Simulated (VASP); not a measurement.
# GaSb (F-43m) in VASP: notebook

GaSb is run at these levels: PBEsol; tasks: single point.

Everything below comes from runs of VASP 6.6.1. Logs are shortened: lines on timing, memory, paths and dates and some standing lists are left out, and cuts for length are marked.

**1. The cell of the first run**

The structure is cubic, space group F-43m (No. 216). Conventional cell: a = 6.050 Å, b = 6.050 Å, c = 6.050 Å, α = 90.00°, β = 90.00°, γ = 90.00°. Ga (site symmetry -43m) has 4 Sb at 2.62 Å within 3.5 Å. Sb (site symmetry -43m) has 4 Ga at 2.62 Å within 3.5 Å.

**2. Single point, PBEsol (strained cell)**

Contents of INCAR:

```
SYSTEM = GaSb
  PREC = Accurate
  ENCUT = 500
  EDIFF = 1E-6
  ISMEAR = 0
  SIGMA = 0.1
  LREAL = .FALSE.
  LASPH = .TRUE.
  NELM = 120
  ALGO = Normal
  ISIF = 2
  LWAVE = .FALSE.
  LCHARG = .FALSE.
  GGA = PS
  NBANDS = 16
  GGA_COMPAT = .FALSE.
```

Contents of KPOINTS:

```
regular mesh
0
G
  10 10 10
  0 0 0
```

Contents of POSCAR:

```
GaSb
1.0
    0.0000000000      3.0251137357      3.0251137357
    3.0251137357      0.0000000000      3.0251137357
    3.0251137357      3.0251137357      0.0000000000
Ga Sb
1 1
Direct
    0.0000000000      0.0000000000      0.0000000000
    0.2500000000      0.2500000000      0.2500000000
```

Potentials or basis: VASP PAW PBE potentials, release 64 (Ga_d, Sb).

Launch:

```console
cat potpaw_PBE.64/Ga_d/POTCAR potpaw_PBE.64/Sb/POTCAR > POTCAR
mpirun -np 1 vasp_std > vasp.out
```

OUTCAR:

```text
SYSTEM = GaSb
   PREC = Accurate
   ENCUT = 500
   EDIFF = 1E-6
   ISMEAR = 0
   LREAL = .FALSE.
   LASPH = .TRUE.
   NELM = 120
   ISIF = 2
   GGA = PS

 ion  position               nearest neighbor table
   1  0.000  0.000  0.000-   2 2.62   2 2.62   2 2.62   2 2.62
   2  0.250  0.250  0.250-   1 2.62   1 2.62   1 2.62   1 2.62

  LATTYP: Found a face centered cubic cell.
 ALAT       =     6.0502274714

  Lattice vectors:

 A1 = (   0.0000000000,   3.0251137357,   3.0251137357)
 A2 = (   3.0251137357,   0.0000000000,   3.0251137357)
 A3 = (   3.0251137357,   3.0251137357,   0.0000000000)

Analysis of symmetry for initial positions (statically):
=====================================================================
 Subroutine PRICEL returns:
 Original cell was already a primitive cell.

 Routine SETGRP: Setting up the symmetry group for a
 face centered cubic supercell.

 Subroutine GETGRP returns: Found 24 space group operations
 (whereof 24 operations were pure point group operations)
 out of a pool of 48 trial point group operations.

The static configuration has the point symmetry T_d .

Analysis of symmetry for dynamics (positions and initial velocities):
=====================================================================
 Subroutine PRICEL returns:
 Original cell was already a primitive cell.

 Routine SETGRP: Setting up the symmetry group for a
 face centered cubic supercell.

 Subroutine GETGRP returns: Found 24 space group operations
 (whereof 24 operations were pure point group operations)
 out of a pool of 48 trial point group operations.

The dynamic configuration has the point symmetry T_d .

 Subroutine INISYM returns: Found 24 space group operations
 (whereof 24 operations are pure point group operations),
 and found     1 'primitive' translations

----------------------------------------------------------------------------------------

                                     Primitive cell

  volume of cell :      55.3675

  direct lattice vectors                    reciprocal lattice vectors
     0.000000000  3.025113736  3.025113736    -0.165283042  0.165283042  0.165283042
     3.025113736  0.000000000  3.025113736     0.165283042 -0.165283042  0.165283042
     3.025113736  3.025113736  0.000000000     0.165283042  0.165283042 -0.165283042

  length of vectors
     4.278156873  4.278156873  4.278156873     0.286278626  0.286278626  0.286278626

  position of ions in fractional coordinates (direct lattice)
     0.000000000  0.000000000  0.000000000
     0.250000000  0.250000000  0.250000000

  ion indices of the primitive-cell ions
   primitive index   ion index
                 1           1
                 2           2

----------------------------------------------------------------------------------------

 KPOINTS: regular mesh

Automatic generation of k-mesh.
 Grid dimensions read from file:
 generate k-points for:   10   10   10

 Generating k-lattice:

  Cartesian coordinates                     Fractional coordinates (reciprocal lattice)
    -0.016528304  0.016528304  0.016528304     0.100000000  0.000000000  0.000000000
     0.016528304 -0.016528304  0.016528304     0.000000000  0.100000000  0.000000000
     0.016528304  0.016528304 -0.016528304     0.000000000  0.000000000  0.100000000

  Length of vectors
     0.028627863  0.028627863  0.028627863

  Shift w.r.t. Gamma in fractional coordinates (k-lattice)
     0.000000000  0.000000000  0.000000000

 Subroutine IBZKPT returns following result:
 ===========================================

 Found     47 irreducible k-points:

 Following reciprocal coordinates:
            Coordinates               Weight
  0.000000  0.000000  0.000000      1.000000
  0.100000  0.000000  0.000000      8.000000
  0.200000  0.000000  0.000000      8.000000
  0.300000  0.000000  0.000000      8.000000
  0.400000  0.000000  0.000000      8.000000
  0.500000  0.000000  0.000000      4.000000
[... 16 lines left out ...]
  0.300000  0.300000  0.000000      6.000000
  0.400000  0.300000  0.000000     24.000000
 [... further k-points ...]
   k-points           NKPTS =     47   k-points in BZ     NKDIM =     47   number of bands    NBANDS=     16
   number of dos      NEDOS =    301   number of ions     NIONS =      2
   total plane-waves  NPLWV =  32768
   dimension x,y,z NGX =    32 NGY =   32 NGZ =   32
   dimension x,y,z NGXF=    64 NGYF=   64 NGZF=   64
   ions per type =               1   1
   NGX,Y,Z   is equivalent  to a cutoff of  12.43, 12.43, 12.43 a.u.
   NGXF,Y,Z  is equivalent  to a cutoff of  24.87, 24.87, 24.87 a.u.
 SYSTEM =  GaSb
   PREC   = accura    normal or accurate (medium, high low for compatibility)
   ISTART =      0    job   : 0-new  1-cont  2-samecut
   ICHARG =      2    charge: 1-file 2-atom 10-const
   ISPIN  =      1    spin polarized calculation?
   LNONCOLLINEAR =      F non collinear calculations
   LSORBIT =      F    spin-orbit coupling
   LASPH  =      T    aspherical Exc in radial PAW
   ENCUT  =  500.0 eV  36.75 Ry    6.06 a.u.   7.80  7.80  7.80*2*pi/ulx,y,z
   NELM   =    120;   NELMIN=  2; NELMDL= -5     # of ELM steps
   EDIFF  = 0.1E-05   stopping-criterion for ELM
   LREAL  =      F    real-space projection
   EDIFFG = 0.1E-04   stopping-criterion for IOM
   NSW    =      0    number of steps for IOM
   IBRION =     -1    ionic relax: 0-MD 1-quasi-New 2-CG
   NFREE  =      0    steps in history (QN), initial steepest desc. (CG)
   ISIF   =      2    stress and relaxation
   ISYM   =      2    0-nonsym 1-usesym 2-fastsym
   POTIM  = 0.5000    time-step for ionic-motion
   TEBEG  =    0.0;   TEEND  =   0.0 temperature during run
   PSTRESS=    0.0 pullay stress
   NELECT =      18.0000    total number of electrons
   NUPDOWN=      -1.0000    fix difference up-down
   EMIN   =  10.00;   EMAX   =-10.00  energy-range for DOS
   EFERMI =   0.00;   METHOD = LEGACY
   ISMEAR =     0;   SIGMA  =   0.10  broadening in eV -4-tet -1-fermi 0-gaus
   EFERMI_NEDOS =   21; number of points for ismear=-14 and -15
   IALGO  =     38    algorithm
   IMIX   =      4    mixing-type and parameters
     AMIX     =   0.40;   BMIX     =  1.00
     AMIX_MAG =   1.60;   BMIX_MAG =  1.00
  volume/ion in A,a.u.               =      27.68       186.82
  Fermi-wavevector in a.u.,A,eV,Ry     =   1.125677  2.127222 17.240618  1.267150
  Thomas-Fermi vector in A             =   2.262356
   LORBIT       =      0    0 simple, 1 ext, 2 COOP (PROOUT), +10 PAW based schemes
   GGA     = PS    functional components
   LHFCALC =     F    Hartree Fock is set to
   AEXX    =    0.0000 exact exchange contribution
   IVDW    =     0    specifies the selected vdW correction
   LEPSILON=     F    determine dielectric tensor
   LRPA    =     F    only Hartree local field effects (RPA)
 non-spin polarized calculation
 Gauss-broadening in eV      SIGMA  =   0.10
  energy-cutoff  :      500.00
  volume of cell :       55.37
 maximum number of plane-waves:      1422
   NGX = 15   NGY = 15   NGZ = 15

 number of electron      17.9999989 magnetization

 Free energy of the ion-electron system (eV)
  ---------------------------------------------------
  ext. energy  EPLUGINS =         0.00000000
  ---------------------------------------------------
  free energy    TOTEN  =        -8.14390148 eV

  energy without entropy =       -8.14385131  energy(sigma->0) =       -8.14387640

 E-fermi :   5.2121     XC(G=0):  -9.4128

 val. band max:        5.0777652019   @ k =   0.0000   0.0000   0.0000
 cond. band min:       5.3086803536   @ k =   0.0000   0.0000   0.0000
 fundamental gap:      0.2309151517
 Fermi energy:         5.2121296258

 k-point     1 :       0.0000    0.0000    0.0000
  band No.  band energies     occupation
      1      -9.9896      2.00000
      2      -9.9895      2.00000
      3      -9.9895      2.00000
      4      -9.9338      2.00000
      5      -9.9338      2.00000
      6      -6.6641      2.00000
[... 8 lines left out ...]
     15      13.7439      0.00000
     16      13.7439      0.00000

 k-point     2 :       0.1000    0.0000    0.0000
  band No.  band energies     occupation
      1      -9.9928      2.00000
      2      -9.9882      2.00000
      3      -9.9882      2.00000
      4      -9.9340      2.00000
      5      -9.9340      2.00000
      6      -6.5567      2.00000
[... 8 lines left out ...]
     15      13.0366      0.00000
     16      13.0366      0.00000

 k-point     3 :       0.2000    0.0000    0.0000
  band No.  band energies     occupation
      1     -10.0012      2.00000
      2      -9.9848      2.00000
      3      -9.9848      2.00000
      4      -9.9343      2.00000
      5      -9.9343      2.00000
      6      -6.2435      2.00000
[... 8 lines left out ...]
     15      12.5921      0.00000
     16      12.5921      0.00000

 k-point     4 :       0.3000    0.0000    0.0000
  band No.  band energies     occupation
      1     -10.0113      2.00000
      2      -9.9810      2.00000
      3      -9.9810      2.00000
      4      -9.9342      2.00000
      5      -9.9342      2.00000
      6      -5.7616      2.00000
[... 8 lines left out ...]
     15      12.9174      0.00000
     16      12.9174      0.00000

 k-point     5 :       0.4000    0.0000    0.0000
  band No.  band energies     occupation
      1     -10.0193      2.00000
      2      -9.9783      2.00000
      3      -9.9783      2.00000
      4      -9.9338      2.00000
      5      -9.9338      2.00000
      6      -5.2241      2.00000
[... 8 lines left out ...]
     15      13.9624      0.00000
     16      13.9624      0.00000

 k-point     6 :       0.5000    0.0000    0.0000
  band No.  band energies     occupation
      1     -10.0223      2.00000
      2      -9.9774      2.00000
      3      -9.9774      2.00000
      4      -9.9335      2.00000
      5      -9.9335      2.00000
      6      -4.9454      2.00000
[... 8 lines left out ...]
     15      15.0487      0.00000
     16      15.0487      0.00000

 k-point     7 :       0.1000    0.1000    0.0000
  band No.  band energies     occupation
      1      -9.9953      2.00000
      2      -9.9870      2.00000
      3      -9.9870      2.00000
      4      -9.9348      2.00000
      5      -9.9334      2.00000
      6      -6.5206      2.00000
[... 8 lines left out ...]
     15      12.1827      0.00000
     16      13.8738      0.00000

 k-point     8 :       0.2000    0.1000    0.0000
  band No.  band energies     occupation
      1     -10.0023      2.00000
      2      -9.9841      2.00000
      3      -9.9836      2.00000
      4      -9.9358      2.00000
      5      -9.9331      2.00000
      6      -6.2749      2.00000
[... 8 lines left out ...]
     15      12.5073      0.00000
     16      13.5116      0.00000

 k-point     9 :       0.3000    0.1000    0.0000
  band No.  band energies     occupation
      1     -10.0112      2.00000
      2      -9.9809      2.00000
      3      -9.9796      2.00000
      4      -9.9364      2.00000
      5      -9.9329      2.00000
      6      -5.8447      2.00000
[... 8 lines left out ...]
     15      12.9862      0.00000
     16      13.6071      0.00000
[... 172 lines left out ...]
 k-point    19 :       0.5000    0.2000    0.0000
  band No.  band energies     occupation
      1     -10.0272      2.00000
      2      -9.9735      2.00000
      3      -9.9714      2.00000
      4      -9.9385      2.00000
      5      -9.9325      2.00000
      6      -4.7452      2.00000
[... 8 lines left out ...]
     15      15.0986      0.00000
     16      15.1421      0.00000

 k-point    20 :      -0.4000    0.2000    0.0000
  band No.  band energies     occupation
      1     -10.0266      2.00000
      2      -9.9739      2.00000
      3      -9.9723      2.00000
      4      -9.9365      2.00000
      5      -9.9341      2.00000
      6      -4.6628      2.00000
[... 8 lines left out ...]
     15      13.5577      0.00000
     16      14.6004      0.00000

 k-point    21 :      -0.3000    0.2000    0.0000
  band No.  band energies     occupation
      1     -10.0221      2.00000
      2      -9.9752      2.00000
      3      -9.9752      2.00000
      4      -9.9356      2.00000
      5      -9.9349      2.00000
      6      -5.0697      2.00000
[... 8 lines left out ...]
     15      13.5624      0.00000
     16      15.1595      0.00000

 k-point    22 :      -0.2000    0.2000    0.0000
  band No.  band energies     occupation
      1     -10.0150      2.00000
      2      -9.9794      2.00000
      3      -9.9775      2.00000
      4      -9.9361      2.00000
      5      -9.9339      2.00000
      6      -5.5912      2.00000
[... 8 lines left out ...]
     15      13.9208      0.00000
     16      14.5041      0.00000

 k-point    23 :       0.3000    0.3000    0.0000
  band No.  band energies     occupation
      1     -10.0252      2.00000
      2      -9.9713      2.00000
      3      -9.9713      2.00000
      4      -9.9424      2.00000
      5      -9.9308      2.00000
      6      -5.4273      2.00000
[... 8 lines left out ...]
     15      14.9147      0.00000
     16      15.1366      0.00000

 k-point    24 :       0.4000    0.3000    0.0000
  band No.  band energies     occupation
      1     -10.0312      2.00000
      2      -9.9685      2.00000
      3      -9.9678      2.00000
      4      -9.9437      2.00000
      5      -9.9305      2.00000
      6      -4.9761      2.00000
[... 8 lines left out ...]
     15      15.5164      0.00000
     16      15.6081      0.00000

 [... further k-points ...]

------------------------ aborting loop because EDIFF is reached ----------------------------------------

  FORCE on cell =-STRESS in cart. coord.  units (eV):
  Direction    XX          YY          ZZ          XY          YZ          ZX
  --------------------------------------------------------------------------------------
  -------------------------------------------------------------------------------------
  Total        0.6061523      0.6061523      0.6061523      0.0000000     -0.0000000      0.0000000
  in kB       17.5403081     17.5403081     17.5403081      0.0000000     -0.0000000      0.0000000
  external PRESSURE =      17.5403081 kB  Pullay stress =       0.0000000 kB

 VOLUME and BASIS-vectors are now :
 -----------------------------------------------------------------------------
  energy-cutoff  :      500.00
  volume of cell :       55.37
      direct lattice vectors                 reciprocal lattice vectors
     0.000000000  3.025113736  3.025113736    -0.165283042  0.165283042  0.165283042
     3.025113736  0.000000000  3.025113736     0.165283042 -0.165283042  0.165283042
     3.025113736  3.025113736  0.000000000     0.165283042  0.165283042 -0.165283042

 POSITION                                       TOTAL-FORCE (eV/Angst)
 -----------------------------------------------------------------------------------
      0.00000      0.00000      0.00000         0.000000     -0.000000      0.000000
      1.51256      1.51256      1.51256        -0.000000      0.000000     -0.000000
 -----------------------------------------------------------------------------------
    total drift:                                0.000000      0.000000      0.000001

  FREE ENERGIE OF THE ION-ELECTRON SYSTEM (eV)
  ---------------------------------------------------
  free  energy   TOTEN  =        -8.1439014791 eV

  energy  without entropy=       -8.1438513139  energy(sigma->0) =       -8.14387640
```

Run time: 56 s. Hardware: 1 thread of AMD EPYC 7R13, shared host; peak memory 0.17 GiB.

Results:

| Item | Value |
| --- | --- |
| Free energy | -8.1439 eV |
| Pressure | 1.8 GPa |
| Band gap on the k mesh | 0.23 eV |

Caveat: the cell differs from its parent crystal (strained cell); the PAW data sets were made with another functional, which shifts forces and pressure a little; spin-orbit coupling is left out, which moves the levels of the heavy elements. A k mesh can miss the band edges.

(Part 1 of 2 ends here.)
